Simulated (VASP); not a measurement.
Here is a VASP 6.6.1 calculation.

File POSCAR:

```
Na
1.0
    3.7640418302      0.0000000000      0.0000000000
   -1.8820209151      3.2597558458      0.0000000000
    0.0000000000      0.0000000000      6.1466803087
Na
2
Direct
    0.3333333333      0.6666666667      0.2500000000
    0.6666666667      0.3333333333      0.7500000000
```

INCAR.step1

```
  ALGO = Normal
  EDIFF = 1E-4
  ENCUT = 520
  GGA = PE
  ISMEAR = -1
  LASPH = True
  LCHARG = False
  LREAL = False
  LWAVE = True
  NBANDS = 14
  NELM = 100
  PREC = Accurate
  SIGMA = 0.1
```

Contents of INCAR.step2:

```
  ALGO = Normal
  EDIFF = 1E-7
  ENCUT = 520
  ISIF = 2
  ISMEAR = -1
  ISTART = 1
  LASPH = True
  LCHARG = False
  LMIXTAU = True
  LREAL = False
  LWAVE = False
  METAGGA = R2SCAN
  NBANDS = 14
  NELM = 100
  PREC = Accurate
  SIGMA = 0.1
```

File KPOINTS:

```
k-points
0
Gamma
  11 11 6
```

Potentials or basis: VASP PAW PBE potentials, release 64 (Na_pv).

The run is started by

```bash
$ cat potpaw_PBE.64/Na_pv/POTCAR > POTCAR
$ cp INCAR.step1 INCAR
$ mpirun -np 1 vasp_std > vasp.out
$ cp INCAR.step2 INCAR
$ mpirun -np 1 vasp_std > vasp.out
```

Predict the band gap on the k mesh.

zero (bands 7 and 8 overlap by 4.19 eV).

Predict the pressure.

0.1 GPa.

Stress tensor (GPa, compression positive):
```
0.01 0.00 0.00
0.00 0.01 0.00
0.00 0.00 0.16
```

Caveat: the PAW data sets were made with another functional, which shifts forces and pressure a little.
